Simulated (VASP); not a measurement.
Runs of VASP 6.6.1 on Sb. The structure is that of space group Cmmm (No. 65), or close to it. The cells are those of the table. 

```tsv
cell	gap on the mesh (eV)	pressure (GPa)
a = 3.110, b = 4.396, c = 4.659 Å, angles 90.0, 90.1, 90.0°, 2 atoms	none	-2.8
a = 3.110, b = 4.396, c = 4.131 Å, angles 90.0, 90.1, 90.0°, 2 atoms	none	3.9
a = 2.986, b = 4.221, c = 4.560 Å, 2 atoms	none	(a)
a = 3.110, b = 4.396, c = 4.219 Å, angles 90.0, 90.1, 90.0°, 2 atoms	none	(b)
a = 2.986, b = 4.221, c = 4.501 Å, angles 90.0, 90.1, 90.0°, 2 atoms	none	3.7
```

Alike in all rows: task single point; level PBE; potentials or basis VASP PAW PBE potentials, release 64 (Sb); no spin polarisation; k mesh 14 × 10 × 10; cutoff (eV) 520; smearing gaussian 0.1 eV.

Estimate the missing entries.

(a) 2.9; (b) 2.4.

Caveats: spin-orbit coupling is left out, which moves the levels of the heavy elements.

A k mesh can miss the band edges, and the runs leave out spin-orbit coupling on Sb.

A gap of «none» marks levels without a gap at the run's occupations.
